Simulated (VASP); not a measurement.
Crystal: Sn3Se.

```
Sn Se
1.0
     0.00000    3.65693    3.65693
     3.65693    0.00000    3.65693
     3.65693    3.65693    0.00000
Sn Se
3 1
Direct
  0.50000 0.50000 0.50000
  0.75000 0.75000 0.75000
  0.25000 0.25000 0.25000
  0.00000 0.00000 0.00000
```

Base run:

```yaml
Program: VASP 6.6.1
Functional: PBE
Potentials_or_basis: VASP PAW PBE potentials, release 64 (Sn_d, Se)
Cutoff: 520 eV
k_mesh: 6 × 6 × 6
Occupations: fermi-dirac, width 0.05 eV
Spin: no spin polarisation
```

Its results: band gap on the k mesh zero (band 24 reaches 8.64 eV, above the bottom of band 25 at 6.50 eV); pressure 3.2 GPa.

Question: The run is repeated on the same cell with these changes: functional from PBE to r2SCAN. What comes out?

Answer: Band gap on the k mesh zero (band 24 reaches 8.50 eV, above the bottom of band 25 at 6.41 eV); pressure 2.2 GPa.

Caveats: spin-orbit coupling is left out, which moves the levels of the heavy elements; the PAW data sets were made with another functional, which shifts forces and pressure a little (some runs).
